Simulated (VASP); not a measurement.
# SiC (P6_3mc) in VASP: a series of runs, part 2 of 2

VASP 6.6.1.

### 3 Single point, PBE (epitaxial xy strain -1.0%)

Contents of INCAR:

```
  PREC = Accurate
  ENCUT = 520
  EDIFF = 1E-6
  ISMEAR = -1
  SIGMA = 0.02
  LREAL = F
  LASPH = T
  NELM = 80
  ALGO = Normal
  ISIF = 2
  LWAVE = F
  LCHARG = F
  GGA = PE
  NBANDS = 26
```

Contents of KPOINTS:

```
regular mesh
0
Gamma
  12 12 4
```

Contents of POSCAR:

```
SiC
1.0
    3.0467794827      0.0000000000      0.0000000000
   -1.5233897414      2.6385884317      0.0000000000
    0.0000000000      0.0000000000     10.0954968298
Si C
4 4
Direct
    0.0000000000      0.0000000000      0.0001642229
    0.3333333333      0.6666666667      0.2501942298
    0.0000000000      0.0000000000      0.5001642229
    0.6666666667      0.3333333333      0.7501942298
    0.0000000000      0.0000000000      0.1870151405
    0.3333333333      0.6666666667      0.4376264069
    0.0000000000      0.0000000000      0.6870151405
    0.6666666667      0.3333333333      0.9376264069
```

Potentials or basis: VASP PAW PBE potentials, release 64 (Si, C).

Started as:

```
> cat potpaw_PBE.64/Si/POTCAR potpaw_PBE.64/C/POTCAR > POTCAR
> mpirun -np 1 vasp_std > vasp.out
```

OUTCAR:

```text
PREC = Accurate
   ENCUT = 520
   EDIFF = 1E-6
   ISMEAR = -1
   LREAL = F
   LASPH = T
   NELM = 80
   ISIF = 2
   GGA = PE

 ion  position               nearest neighbor table
   1  0.000  0.000  0.000-   8 1.87   8 1.87   8 1.87   5 1.89   4 3.08   4 3.08   4 3.08   2 3.08
                             2 3.08   2 3.08
   2  0.333  0.667  0.250-   5 1.87   5 1.87   5 1.87   6 1.89   3 3.08   3 3.08   3 3.08   1 3.08
                             1 3.08   1 3.08
   3  0.000  0.000  0.500-   6 1.87   6 1.87   6 1.87   7 1.89   2 3.08   2 3.08   2 3.08   4 3.08
                             4 3.08   4 3.08
[... 916 lines left out ...]
  Total        5.0101913      5.0101913      1.7757385     -0.0000000      0.0000000      0.0000000
  in kB       98.9064280     98.9064280     35.0549398     -0.0000000      0.0000000      0.0000000
  external PRESSURE =      77.6225986 kB  Pullay stress =       0.0000000 kB

 VOLUME and BASIS-vectors are now :
 -----------------------------------------------------------------------------
  energy-cutoff  :      520.00
  volume of cell :       81.16
      direct lattice vectors                 reciprocal lattice vectors
     3.046779483  0.000000000  0.000000000     0.328215418  0.189495260  0.000000000
    -1.523389741  2.638588432  0.000000000     0.000000000  0.378990519  0.000000000
     0.000000000  0.000000000 10.095496830     0.000000000  0.000000000  0.099054065

 POSITION                                       TOTAL-FORCE (eV/Angst)
 -----------------------------------------------------------------------------------
      0.00000      0.00000      0.00166        -0.000000     -0.000000      0.012393
     -0.00000      1.75906      2.52584         0.000000      0.000000      0.016328
      0.00000      0.00000      5.04941         0.000000     -0.000000      0.012393
      1.52339      0.87953      7.57358        -0.000000     -0.000000      0.016328
      0.00000      0.00000      1.88801         0.000000     -0.000000     -0.009996
     -0.00000      1.75906      4.41806        -0.000000     -0.000000     -0.018724
      0.00000      0.00000      6.93576        -0.000000     -0.000000     -0.009996
      1.52339      0.87953      9.46580         0.000000     -0.000000     -0.018724
 -----------------------------------------------------------------------------------
    total drift:                                0.000000      0.000000     -0.000391

  FREE ENERGIE OF THE ION-ELECTRON SYSTEM (eV)
  ---------------------------------------------------
  free  energy   TOTEN  =       -60.1694976242 eV

  energy  without entropy=      -60.1694976242  energy(sigma->0) =      -60.16949762
```

OSZICAR:

```text
N       E                     dE             d eps       ncg     rms          rms(c)
DAV:   1     0.742216311309E+02    0.74222E+02   -0.14482E+04  2964   0.110E+03
DAV:   2    -0.608964350488E+02   -0.13512E+03   -0.12594E+03  3924   0.197E+02
DAV:   3    -0.677299483555E+02   -0.68335E+01   -0.67872E+01  4030   0.410E+01
DAV:   4    -0.678106539195E+02   -0.80706E-01   -0.80605E-01  3814   0.525E+00
DAV:   5    -0.678120085288E+02   -0.13546E-02   -0.13539E-02  3966   0.640E-01    0.180E+01
DAV:   6    -0.603873706826E+02    0.74246E+01   -0.19536E+01  3798   0.195E+01    0.818E+00
DAV:   7    -0.602039081248E+02    0.18346E+00   -0.22759E+00  4048   0.674E+00    0.346E+00
DAV:   8    -0.601721390414E+02    0.31769E-01   -0.12319E-01  3622   0.166E+00    0.104E+00
DAV:   9    -0.601689405888E+02    0.31985E-02   -0.18237E-02  3772   0.727E-01    0.161E-01
DAV:  10    -0.601694143334E+02   -0.47374E-03   -0.14336E-03  3788   0.188E-01    0.778E-02
DAV:  11    -0.601694953702E+02   -0.81037E-04   -0.17495E-04  3538   0.830E-02    0.167E-02
DAV:  12    -0.601694966599E+02   -0.12897E-05   -0.79068E-06  3844   0.147E-02    0.601E-03
DAV:  13    -0.601694976242E+02   -0.96436E-06   -0.76062E-07  2500   0.477E-03
   1 F= -.60169498E+02 E0= -.60169498E+02  d E =-.732846E-12
```

Wall time 40 s (1 thread of Intel Xeon 6975P-C (Granite Rapids), shared host); peak memory 0.24 GiB.

Results:

- Free energy: -60.1695 eV
- Pressure: 7.8 GPa
- Largest force: 0.019 eV/Å
- Band gap on the k mesh: 2.15 eV, indirect (least direct gap 3.31 eV)

Forces in eV/Å, atoms in the order of the input:
```
Si   0.000  0.000  0.012
Si   0.000  0.000  0.016
Si   0.000  0.000  0.012
Si   0.000  0.000  0.016
C    0.000  0.000 -0.010
C    0.000  0.000 -0.019
C    0.000  0.000 -0.010
C    0.000  0.000 -0.019
```

Caveat: the cell differs from its parent crystal (epitaxial xy strain -1.0%). A k mesh can miss the band edges.

### 4 Single point, PBE

This run uses another cell than the first one, of 10.33 Å³/atom, 1.037 times its volume.

Contents of INCAR:

```
SYSTEM = SiC
PREC = Accurate
ENCUT = 520
EDIFF = 1E-6
ISMEAR = -1
SIGMA = 0.02
LREAL = .FALSE.
LASPH = .TRUE.
NELM = 100
ALGO = Normal
ISIF = 2
LWAVE = .FALSE.
LCHARG = .FALSE.
GGA = PE
NBANDS = 26
```

Contents of KPOINTS:

```
regular mesh
0
G
  12 12 4
  0 0 0
```

Contents of POSCAR:

```
SiC
1.0
    3.0775550330      0.0000000000      0.0000000000
   -1.5387775165      2.6652408402      0.0000000000
    0.0000000000      0.0000000000     10.0767227861
Si C
4 4
Direct
    0.0000000000      0.0000000000     -0.0001405667
    0.3333333333      0.6666666667      0.2499083817
    0.0000000000      0.0000000000      0.4998594333
    0.6666666667      0.3333333333      0.7499083817
    0.0000000000      0.0000000000      0.1872833963
    0.3333333333      0.6666666667      0.4379487887
    0.0000000000      0.0000000000      0.6872833963
    0.6666666667      0.3333333333      0.9379487887
```

Started as:

```
> cat potpaw_PBE.64/Si/POTCAR potpaw_PBE.64/C/POTCAR > POTCAR
> mpirun -np 1 vasp_std > vasp.out
```

It took 41 s on 1 thread of Intel Xeon 6975P-C (Granite Rapids), shared host; peak memory 0.24 GiB.

Results (log left out):

```
Free energy            : -60.2347 eV
Pressure               : 3.5 GPa
Largest force          : 0.006 eV/Å
Band gap on the k mesh : 2.23 eV, indirect (least direct gap 3.35 eV)
```

Forces on the atoms (eV/Å):
```
Si   0.000  0.000 -0.003
Si   0.000  0.000  0.004
Si   0.000  0.000 -0.003
Si   0.000  0.000  0.004
C    0.000  0.000  0.004
C    0.000  0.000 -0.006
C    0.000  0.000  0.004
C    0.000  0.000 -0.006
```

Stress tensor (GPa, compression positive):
```
3.49 0.00 0.00
0.00 3.49 0.00
0.00 0.00 3.37
```

Levels at points of the mesh, in eV from the valence-band top:
```
           k point  band 12  band 13  band 14  band 15  band 16  band 17  band 18  band 19  band 20  band 21
(0.00, 0.00, 0.00)    -0.58    -0.58    -0.05     0.00     0.00     5.10     5.68     6.30     6.32     6.98
(0.50, 0.00, 0.00)    -2.39    -2.36    -2.22    -1.58    -1.12     2.22     2.35     4.23     4.75     5.30
(0.00, 0.00, 0.50)    -1.04    -0.21    -0.21    -0.21    -0.21     5.31     5.31     6.77     6.77     7.07
(0.50, 0.00, 0.50)    -3.02    -2.50    -2.50    -1.55    -1.55     2.64     2.64     4.21     4.21     6.12
```

### 5 Single point, PBE (epitaxial xy strain +1.0%)

Contents of INCAR:

```
SYSTEM = SiC
PREC     = Accurate       ! precision mode
ENCUT    = 520            ! plane-wave cutoff, eV
EDIFF    = 1E-6           ! SCF threshold, eV
ISMEAR   = -1             ! smearing method
SIGMA    = 0.02           ! smearing width, eV
LREAL    = .False.        ! projectors in reciprocal space
LASPH    = .True.         ! aspherical terms in the spheres
NELM     = 60             ! most SCF steps
ALGO     = Normal         ! electronic algorithm
ISIF     = 2              ! what is computed and relaxed
LWAVE    = .False.        ! write WAVECAR
LCHARG   = .False.        ! write CHGCAR
GGA      = PE             ! functional
NBANDS   = 26             ! bands
```

Contents of KPOINTS:

```
Automatic mesh
0
Gamma
  12 12 4
  0 0 0
```

Contents of POSCAR:

```
SiC
1.0
    3.1083305834      0.0000000000      0.0000000000
   -1.5541652917      2.6918932486      0.0000000000
    0.0000000000      0.0000000000     10.0598065426
Si C
4 4
Direct
    0.0000000000      0.0000000000     -0.0004032848
    0.3333333333      0.6666666667      0.2496515939
    0.0000000000      0.0000000000      0.4995967152
    0.6666666667      0.3333333333      0.7496515939
    0.0000000000      0.0000000000      0.1875287746
    0.3333333333      0.6666666667      0.4382229163
    0.0000000000      0.0000000000      0.6875287746
    0.6666666667      0.3333333333      0.9382229163
```

Started as:

```
> cat potpaw_PBE.64/Si/POTCAR potpaw_PBE.64/C/POTCAR > POTCAR
> mpirun -np 1 vasp_std > vasp.out
```

Run time: 48 s. Hardware: 1 thread of Intel Xeon 6975P-C (Granite Rapids), shared host; peak memory 0.24 GiB.

The run converged. Its results:

```
Free energy            : -60.2376 eV
Pressure               : -0.5 GPa
Largest force          : 0.020 eV/Å
Band gap on the k mesh : 2.24 eV, indirect (least direct gap 3.37 eV)
```

Forces in eV/Å, atoms in the order of the input:
```
Si   0.000  0.000 -0.020
Si   0.000  0.000 -0.005
Si   0.000  0.000 -0.020
Si   0.000  0.000 -0.005
C    0.000  0.000  0.014
C    0.000  0.000  0.011
C    0.000  0.000  0.014
C    0.000  0.000  0.011
```

Stress tensor (GPa, compression positive):
```
-2.40  0.00  0.00
 0.00 -2.40  0.00
 0.00  0.00  3.20
```

Levels at points of the mesh, in eV from the valence-band top:
| k point | band 14 | band 15 | band 16 | band 17 | band 18 | band 19 |
| --- | --- | --- | --- | --- | --- | --- |
| (0.00, 0.00, 0.00) | -0.05 | -0.05 | 0.00 | 4.75 | 5.35 | 6.02 |
| (0.50, 0.00, 0.00) | -2.15 | -1.53 | -1.13 | 2.24 | 2.27 | 4.11 |
| (0.00, 0.00, 0.50) | -0.26 | -0.26 | -0.26 | 4.97 | 4.97 | 6.45 |
| (0.50, 0.00, 0.50) | -2.46 | -1.57 | -1.57 | 2.58 | 2.58 | 4.17 |

Caveat: the cell differs from its parent crystal (epitaxial xy strain +1.0%). A k mesh can miss the band edges.

### 6 Summary

```csv
cell,gap on the mesh (eV),pressure (GPa),largest force (eV/Å)
"a = 3.016, b = 3.016, c = 10.115 Å, angles 90.0, 90.0, 120.0°, 8 atoms",2.06,12.4,0.03
"a = 3.047, b = 3.047, c = 10.095 Å, angles 90.0, 90.0, 120.0°, 8 atoms",2.15,7.8,0.02
"a = 3.078, b = 3.078, c = 10.077 Å, angles 90.0, 90.0, 120.0°, 8 atoms",2.23,3.5,0.01
"a = 3.108, b = 3.108, c = 10.060 Å, angles 90.0, 90.0, 120.0°, 8 atoms",2.24,-0.5,0.02
```

Alike in all rows: task single point; level PBE; potentials or basis VASP PAW PBE potentials, release 64 (Si, C); no spin polarisation; k mesh 12 × 12 × 4; cutoff (eV) 520; smearing fermi-dirac 0.02 eV.

Total energies depend on the potentials used, so only differences within one code and one set of settings carry meaning.
